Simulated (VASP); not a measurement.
# Hg (I4/mmm) in VASP: a series of runs

Hg is run at these levels: PBEsol; tasks: single point, relaxation of cell and atoms.

All numbers are computed with VASP 6.6.1; they aren't measurements. Logs are shortened: lines on timing, memory, paths and dates and some standing lists are left out, and cuts for length are marked.

### Step 1. The cell of the first run

The structure is tetragonal, space group I4/mmm (No. 139). Conventional cell: a = 3.781 Å, b = 3.781 Å, c = 3.343 Å, α = 90.00°, β = 90.00°, γ = 90.00°. Hg (site symmetry 4/mmm) has 14 Hg at 3.15 to 3.78 Å within 4.1 Å.

### Step 2. Single point, PBEsol

INCAR

```
SYSTEM = Hg
PREC = Accurate
ENCUT = 520
EDIFF = 1E-7
ISMEAR = 0
SIGMA = 0.1
LREAL = .FALSE.
LASPH = .TRUE.
NELM = 100
ALGO = Normal
ISIF = 2
LWAVE = .FALSE.
LCHARG = .FALSE.
GGA = PS
NBANDS = 12
```

KPOINTS

```
regular mesh
0
G
  16 16 16
  0 0 0
```

POSCAR

```
Hg
1.0
   -1.8903760756      1.8903760756      1.6713795787
    1.8903760756     -1.8903760756      1.6713795787
    1.8903760756      1.8903760756     -1.6713795787
Hg
1
Direct
    0.0000000000      0.0000000000      0.0000000000
```

Potentials or basis: VASP PAW PBE potentials, release 64 (Hg).

Launch:

```
cat potpaw_PBE.64/Hg/POTCAR > POTCAR
mpirun -np 1 vasp_std > vasp.out
```

OUTCAR:

```text
SYSTEM = Hg
   PREC = Accurate
   ENCUT = 520
   EDIFF = 1E-7
   ISMEAR = 0
   LREAL = .FALSE.
   LASPH = .TRUE.
   NELM = 100
   ISIF = 2
   GGA = PS

 ion  position               nearest neighbor table
   1  0.000  0.000  0.000-

  LATTYP: Found a body centered tetragonal cell.
 ALAT       =     3.7807521512
 C/A-ratio  =     0.8841518893

  Lattice vectors:

 A1 = (  -1.8903760756,   1.8903760756,   1.6713795787)
 A2 = (   1.8903760756,  -1.8903760756,   1.6713795787)
 A3 = (   1.8903760756,   1.8903760756,  -1.6713795787)

Analysis of symmetry for initial positions (statically):
=====================================================================
 Subroutine PRICEL returns:
 Original cell was already a primitive cell.

 Routine SETGRP: Setting up the symmetry group for a
 body centered tetragonal supercell.

 Subroutine GETGRP returns: Found 16 space group operations
 (whereof 16 operations were pure point group operations)
 out of a pool of 16 trial point group operations.

The static configuration has the point symmetry D_4h.

Analysis of symmetry for dynamics (positions and initial velocities):
=====================================================================
 Subroutine PRICEL returns:
 Original cell was already a primitive cell.

 Routine SETGRP: Setting up the symmetry group for a
 body centered tetragonal supercell.

 Subroutine GETGRP returns: Found 16 space group operations
 (whereof 16 operations were pure point group operations)
 out of a pool of 16 trial point group operations.

The dynamic configuration has the point symmetry D_4h.

 Subroutine INISYM returns: Found 16 space group operations
 (whereof 16 operations are pure point group operations),
 and found     1 'primitive' translations

----------------------------------------------------------------------------------------

                                     Primitive cell

  volume of cell :      23.8908

  direct lattice vectors                    reciprocal lattice vectors
    -1.890376076  1.890376076  1.671379579     0.000000000  0.264497634  0.299154068
     1.890376076 -1.890376076  1.671379579     0.264497634  0.000000000  0.299154068
     1.890376076  1.890376076 -1.671379579     0.264497634  0.264497634  0.000000000

  length of vectors
     3.152864271  3.152864271  3.152864271     0.399314606  0.399314606  0.374056142

  position of ions in fractional coordinates (direct lattice)
     0.000000000  0.000000000  0.000000000

  ion indices of the primitive-cell ions
   primitive index   ion index
                 1           1

----------------------------------------------------------------------------------------

 KPOINTS: regular mesh

Automatic generation of k-mesh.
 Grid dimensions read from file:
 generate k-points for:   16   16   16

 Generating k-lattice:

  Cartesian coordinates                     Fractional coordinates (reciprocal lattice)
     0.000000000  0.016531102  0.018697129     0.062500000  0.000000000  0.000000000
     0.016531102  0.000000000  0.018697129     0.000000000  0.062500000  0.000000000
     0.016531102  0.016531102  0.000000000     0.000000000  0.000000000  0.062500000

  Length of vectors
     0.024957163  0.024957163  0.023378509

  Shift w.r.t. Gamma in fractional coordinates (k-lattice)
     0.000000000  0.000000000  0.000000000

 Subroutine IBZKPT returns following result:
 ===========================================

 Found    349 irreducible k-points:

 Following reciprocal coordinates:
            Coordinates               Weight
  0.000000  0.000000  0.000000      1.000000
  0.062500  0.000000  0.000000      8.000000
  0.125000  0.000000  0.000000      8.000000
  0.187500 -0.000000  0.000000      8.000000
  0.250000  0.000000  0.000000      8.000000
  0.312500  0.000000  0.000000      8.000000
[... 16 lines left out ...]
 -0.125000  0.062500  0.000000     16.000000
 -0.062500  0.062500  0.000000      4.000000
 [... further k-points ...]
   k-points           NKPTS =    349   k-points in BZ     NKDIM =    349   number of bands    NBANDS=     12
   number of dos      NEDOS =    301   number of ions     NIONS =      1
   total plane-waves  NPLWV =  13824
   dimension x,y,z NGX =    24 NGY =   24 NGZ =   24
   dimension x,y,z NGXF=    48 NGYF=   48 NGZF=   48
   ions per type =               1
   NGX,Y,Z   is equivalent  to a cutoff of  12.65, 12.65, 12.65 a.u.
   NGXF,Y,Z  is equivalent  to a cutoff of  25.31, 25.31, 25.31 a.u.
 SYSTEM =  Hg
   PREC   = accura    normal or accurate (medium, high low for compatibility)
   ISTART =      0    job   : 0-new  1-cont  2-samecut
   ICHARG =      2    charge: 1-file 2-atom 10-const
   ISPIN  =      1    spin polarized calculation?
   LNONCOLLINEAR =      F non collinear calculations
   LSORBIT =      F    spin-orbit coupling
   LASPH  =      T    aspherical Exc in radial PAW
   ENCUT  =  520.0 eV  38.22 Ry    6.18 a.u.   5.86  5.86  5.86*2*pi/ulx,y,z
   NELM   =    100;   NELMIN=  2; NELMDL= -5     # of ELM steps
   EDIFF  = 0.1E-06   stopping-criterion for ELM
   LREAL  =      F    real-space projection
   EDIFFG = 0.1E-05   stopping-criterion for IOM
   NSW    =      0    number of steps for IOM
   IBRION =     -1    ionic relax: 0-MD 1-quasi-New 2-CG
   NFREE  =      0    steps in history (QN), initial steepest desc. (CG)
   ISIF   =      2    stress and relaxation
   ISYM   =      2    0-nonsym 1-usesym 2-fastsym
   POTIM  = 0.5000    time-step for ionic-motion
   TEBEG  =    0.0;   TEEND  =   0.0 temperature during run
   PSTRESS=    0.0 pullay stress
   NELECT =      12.0000    total number of electrons
   NUPDOWN=      -1.0000    fix difference up-down
   EMIN   =  10.00;   EMAX   =-10.00  energy-range for DOS
   EFERMI =   0.00;   METHOD = LEGACY
   ISMEAR =     0;   SIGMA  =   0.10  broadening in eV -4-tet -1-fermi 0-gaus
   EFERMI_NEDOS =   21; number of points for ismear=-14 and -15
   IALGO  =     38    algorithm
   IMIX   =      4    mixing-type and parameters
     AMIX     =   0.40;   BMIX     =  1.00
     AMIX_MAG =   1.60;   BMIX_MAG =  1.00
  volume/ion in A,a.u.               =      23.89       161.22
  Fermi-wavevector in a.u.,A,eV,Ry     =   1.301342  2.459180 23.041340  1.693491
  Thomas-Fermi vector in A             =   2.432482
   LORBIT       =      0    0 simple, 1 ext, 2 COOP (PROOUT), +10 PAW based schemes
   GGA     = PS    functional components
   LHFCALC =     F    Hartree Fock is set to
   AEXX    =    0.0000 exact exchange contribution
   IVDW    =     0    specifies the selected vdW correction
   LEPSILON=     F    determine dielectric tensor
   LRPA    =     F    only Hartree local field effects (RPA)
 non-spin polarized calculation
 Gauss-broadening in eV      SIGMA  =   0.10
  energy-cutoff  :      520.00
  volume of cell :       23.89
 maximum number of plane-waves:       655
   NGX = 11   NGY = 11   NGZ = 11

 number of electron      12.0000000 magnetization

 Free energy of the ion-electron system (eV)
  ---------------------------------------------------
  ext. energy  EPLUGINS =         0.00000000
  ---------------------------------------------------
  free energy    TOTEN  =        -0.55459408 eV

  energy without entropy =       -0.55358878  energy(sigma->0) =       -0.55409143

 E-fermi :   2.3623     XC(G=0): -10.9809

 val. band max:        2.3217771445   @ k =  -0.4375   0.5000   0.1250
 cond. band min:       2.3741710093   @ k =  -0.1250   0.5000   0.1250
 fundamental gap:      0.0523938649
 Fermi energy:         2.3623347834

 k-point     1 :       0.0000    0.0000    0.0000
  band No.  band energies     occupation
      1      -6.5416      2.00000
      2      -4.7948      2.00000
      3      -4.4107      2.00000
      4      -4.4107      2.00000
      5      -3.9761      2.00000
      6      -3.5453      2.00000
      7      16.1559      0.00000
      8      16.1559      0.00000
      9      18.9444      0.00000
     10      19.0127      0.00000
     11      19.0127      0.00000
     12      20.0325      0.00000

 k-point     2 :       0.0625    0.0000    0.0000
  band No.  band energies     occupation
      1      -6.4305      2.00000
      2      -4.7756      2.00000
      3      -4.4112      2.00000
      4      -4.4020      2.00000
      5      -3.9642      2.00000
      6      -3.5643      2.00000
      7      15.9399      0.00000
      8      16.0588      0.00000
      9      17.8818      0.00000
     10      18.6483      0.00000
     11      18.8278      0.00000
     12      19.3070      0.00000

 k-point     3 :       0.1250    0.0000    0.0000
  band No.  band energies     occupation
      1      -6.1109      2.00000
      2      -4.7574      2.00000
      3      -4.4094      2.00000
      4      -4.3372      2.00000
      5      -3.9224      2.00000
      6      -3.6123      2.00000
      7      15.1414      0.00000
      8      15.6707      0.00000
      9      15.7710      0.00000
     10      17.9112      0.00000
     11      17.9981      0.00000
     12      19.3695      0.00000
[... 286 lines left out ...]
 k-point    23 :      -0.1250    0.0625    0.0000
  band No.  band energies     occupation
      1      -6.2455      2.00000
      2      -4.7567      2.00000
      3      -4.4339      2.00000
      4      -4.3078      2.00000
      5      -3.9945      2.00000
      6      -3.5784      2.00000
      7      14.2928      0.00000
      8      16.2319      0.00000
      9      16.9741      0.00000
     10      17.9818      0.00000
     11      19.2467      0.00000
     12      19.4694      0.00000

 k-point    24 :      -0.0625    0.0625    0.0000
  band No.  band energies     occupation
      1      -6.4463      2.00000
      2      -4.7800      2.00000
      3      -4.4234      2.00000
      4      -4.3671      2.00000
      5      -3.9936      2.00000
      6      -3.5542      2.00000
      7      15.1901      0.00000
      8      16.2827      0.00000
      9      18.5266      0.00000
     10      18.7508      0.00000
     11      18.9614      0.00000
     12      19.5589      0.00000

 [... further k-points ...]

------------------------ aborting loop because EDIFF is reached ----------------------------------------

  FORCE on cell =-STRESS in cart. coord.  units (eV):
  Direction    XX          YY          ZZ          XY          YZ          ZX
  --------------------------------------------------------------------------------------
  -------------------------------------------------------------------------------------
  Total        0.0440019      0.0440019      0.0492348      0.0000000      0.0000000      0.0000000
  in kB        2.9508733      2.9508733      3.3018053      0.0000000      0.0000000      0.0000000
  external PRESSURE =       3.0678506 kB  Pullay stress =       0.0000000 kB

 VOLUME and BASIS-vectors are now :
 -----------------------------------------------------------------------------
  energy-cutoff  :      520.00
  volume of cell :       23.89
      direct lattice vectors                 reciprocal lattice vectors
    -1.890376076  1.890376076  1.671379579     0.000000000  0.264497634  0.299154068
     1.890376076 -1.890376076  1.671379579     0.264497634  0.000000000  0.299154068
     1.890376076  1.890376076 -1.671379579     0.264497634  0.264497634  0.000000000

 POSITION                                       TOTAL-FORCE (eV/Angst)
 -----------------------------------------------------------------------------------
      0.00000      0.00000      0.00000         0.000000      0.000000     -0.000000
 -----------------------------------------------------------------------------------
    total drift:                                0.000000      0.000000      0.000000

  FREE ENERGIE OF THE ION-ELECTRON SYSTEM (eV)
  ---------------------------------------------------
  free  energy   TOTEN  =        -0.5545940776 eV

  energy  without entropy=       -0.5535887770  energy(sigma->0) =       -0.55409143
```

Run time: 21 s. Hardware: 1 thread of Intel Xeon 6975P-C (Granite Rapids), shared host; peak memory 0.21 GiB.

Results:

```yaml
Free_energy: -0.5546 eV
Pressure: 0.3 GPa
Band_gap_on_the_k_mesh: zero (bands 6 and 7 overlap by 4.45 eV)
```

Levels at points of the mesh, in eV from the Fermi level:
```csv
k point,band 3,band 4,band 5,band 6,band 7,band 8,band 9,band 10
"(0.00, 0.00, 0.00)",-6.77,-6.77,-6.34,-5.91,13.79,13.79,16.58,16.65
"(0.50, 0.00, 0.00)",-6.16,-5.76,-5.43,-1.09,-0.82,8.89,9.51,13.90
"(0.50, 0.50, 0.00)",-6.44,-6.13,-5.47,-1.71,-1.60,11.16,11.76,16.74
"(0.50, 0.50, 0.50)",-5.61,-5.61,-5.49,2.86,2.99,2.99,6.01,9.29
```

Caveat: the PAW data sets were made with another functional, which shifts forces and pressure a little; spin-orbit coupling is left out, which moves the levels of the heavy elements.

### Step 3. Relaxation of cell and atoms, PBEsol

INCAR

```
PREC = Accurate
ENCUT = 600
EDIFF = 1E-6
ISMEAR = 0
SIGMA = 0.1
LREAL = False
LASPH = True
NELM = 100
ALGO = Normal
ISIF = 3
LWAVE = False
LCHARG = False
GGA = PS
IBRION = 2
NSW = 100
EDIFFG = -0.005
```

KPOINTS

```
regular mesh
0
Gamma
  16 16 16
```

POSCAR is that of step 2.

Potentials or basis: VASP PAW PBE potentials, release 64 (Hg).

Launch:

```
cat potpaw_PBE.64/Hg/POTCAR > POTCAR
mpirun -np 1 vasp_std > vasp.out
```

It took 72 s on 1 thread of Intel Xeon 6975P-C (Granite Rapids), shared host; peak memory 0.25 GiB.

Results (log left out):

- Free energy: -0.5547 eV
- Relaxed volume: 24.13 Å³/atom
- Relaxed cell: a = 3.163 Å, b = 3.163 Å, c = 3.163 Å, α = 106.33°, β = 106.33°, γ = 115.96°
- Space group after relaxing (to 0.1 Å): I4/mmm (No. 139)
- Energy gained by relaxing: 0.3 meV/atom
- Ionic steps: 3
- Pressure after relaxing: 0.0 GPa
- Band gap on the k mesh: zero (bands 6 and 7 overlap by 4.34 eV)

The path:
```tsv
step	energy change (eV)	largest force (eV/Å)	pressure (GPa)	volume (Å³)
1	0.0000	0.0000	0.38	23.89
2	-0.0003	0.0000	0.07	24.09
3	-0.0003	0.0000	0.01	24.13
```

Final structure:
```yaml
crystal:
  lattice:
    - [-1.89655, 1.89655, 1.67733]
    - [1.89655, -1.89655, 1.67733]
    - [1.89655, 1.89655, -1.67733]
  atoms:
    - { symbol: Hg, position: [0.00000, 0.00000, 0.00000] }
```

Levels at points of the mesh, in eV from the Fermi level:
```csv
k point,band 2,band 3,band 4,band 5,band 6,band 7,band 8,band 9,band 10
"(0.00, 0.00, 0.00)",-7.12,-6.74,-6.74,-6.31,-5.89,13.74,13.74,16.54,16.55
"(0.50, 0.00, 0.00)",-7.45,-6.14,-5.75,-5.43,-1.05,-0.85,8.84,9.48,13.81
"(0.50, 0.50, 0.00)",-7.06,-6.41,-6.11,-5.47,-1.73,-1.55,11.09,11.72,16.61
"(0.50, 0.50, 0.50)",-7.59,-5.60,-5.60,-5.49,2.79,3.00,3.00,5.98,9.24
```

Caveat: the PAW data sets were made with another functional, which shifts forces and pressure a little; spin-orbit coupling is left out, which moves the levels of the heavy elements.

### Step 4. Single point, PBEsol

This run uses another cell than the first one, of 30.88 Å³/atom.

INCAR

```
PREC = Accurate
ENCUT = 520
EDIFF = 1E-6
ISMEAR = 0
SIGMA = 0.1
LREAL = False
LASPH = True
NELM = 100
ALGO = Normal
ISIF = 2
LWAVE = False
LCHARG = True
GGA = PS
LELF = True
LVHAR = True
NBANDS = 12
```

KPOINTS

```
Automatic mesh
0
Gamma
  6 6 6
```

POSCAR

```
Hg
1.0
   -2.0696950000      2.0696950000      1.8022580000
    2.0696950000     -2.0696950000      1.8022580000
    2.0696950000      2.0696950000     -1.8022580000
Hg
1
Direct
    0.0000000000      0.0000000000      0.0000000000
```

Launch:

```
cat potpaw_PBE.64/Hg/POTCAR > POTCAR
mpirun -np 1 vasp_std > vasp.out
```

It took 6 s on 1 thread of Intel Xeon 6975P-C (Granite Rapids), shared host; peak memory 0.15 GiB.

Results (log left out):

```yaml
Free_energy: -0.4591 eV
Pressure: -3.1 GPa
Band_gap_on_the_k_mesh: zero (bands 6 and 7 overlap by 1.79 eV)
```

Stress tensor (GPa, compression positive):
```
-3.27  0.00  0.00
 0.00 -3.27  0.00
 0.00  0.00 -2.87
```

Levels at points of the mesh, in eV from the Fermi level:
| k point | band 3 | band 4 | band 5 | band 6 | band 7 | band 8 | band 9 | band 10 |
| --- | --- | --- | --- | --- | --- | --- | --- | --- |
| (0.00, 0.00, 0.00) | -5.94 | -5.94 | -5.71 | -5.44 | 12.03 | 12.03 | 14.36 | 14.96 |
| (0.50, 0.00, 0.00) | -5.59 | -5.34 | -5.16 | -1.17 | 0.02 | 7.82 | 8.76 | 11.77 |
| (0.50, 0.50, 0.00) | -5.77 | -5.58 | -5.19 | -1.99 | -0.42 | 9.81 | 11.09 | 14.29 |
| (0.50, 0.50, 0.50) | -5.26 | -5.26 | -5.19 | 1.37 | 3.15 | 3.15 | 5.91 | 8.23 |

Caveat: the k points lie up to 0.39 Å⁻¹ apart, too coarse for converged energies and pressures of a metal; the PAW data sets were made with another functional, which shifts forces and pressure a little; spin-orbit coupling is left out, which moves the levels of the heavy elements.

### Step 5. The runs side by side

| task | cell | k mesh | cutoff (eV) | gap on the mesh (eV) | pressure (GPa) |
| --- | --- | --- | --- | --- | --- |
| single point | a = 3.153 Å, angles 106.3, 106.3, 116.0°, 1 atom | 16 × 16 × 16 | 520 | none | 0.3 |
| relaxation of cell and atoms | relaxed from a = 3.153 Å, angles 106.3, 106.3, 116.0°, 1 atom | 16 × 16 × 16 | 600 | none | 0.0 |
| single point | a = 3.437 Å, angles 106.0, 106.0, 116.8°, 1 atom | 6 × 6 × 6 | 520 | none | -3.1 |

Alike in all rows: level PBEsol; potentials or basis VASP PAW PBE potentials, release 64 (Hg); no spin polarisation; smearing gaussian 0.1 eV.

Caveats: some runs use coarse meshes; the PAW data sets were made with another functional, which shifts forces and pressure a little; spin-orbit coupling is left out, which moves the levels of the heavy elements.

Absolute energies hang on the potentials; compare differences alone.

The gap in the log of VASP goes by the Fermi energy; the results here count the filled bands.